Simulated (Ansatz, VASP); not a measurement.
## SiB4: VASP beside Ansatz

```
CELL_PARAMETERS angstrom
3.43976 0.00000 0.00000
-1.71988 2.97892 0.00000
0.00000 0.00000 4.60945
ATOMIC_POSITIONS crystal
Si 0.33333 0.66667 0.41134
B 0.16522 0.83478 0.86536
B 0.16522 0.33044 0.86536
B 0.66956 0.83478 0.86536
B 0.00000 0.00000 0.51475
```

Alike in both runs: functional PBE; k mesh 6 × 6 × 4; occupations gaussian, width 0.1 eV; no spin polarisation.

Ansatz relaxed the structure, and its values are those at the end. VASP's run is a single point on that final structure, the one shown.

|  | VASP | Ansatz |
| --- | --- | --- |
| version | VASP 6.6.1 | Ansatz 0.2.0 |
| potentials or method | VASP PAW PBE potentials, release 64 (Si, B), cutoff 520 eV | scalar-relativistic, plane waves, PAW |
| valence electrons in the cell | 16 | 16 |

```tsv
	VASP	Ansatz	Ansatz less VASP
gap on the k mesh at the Fermi level (eV)	none	none	-
pressure (GPa)	-0.1	0.0	+0.04
rms of the force components (eV/Å)	0.006	0.003	-0.0026
```

A gap of «none» marks a metal or a gap that the smearing closes.
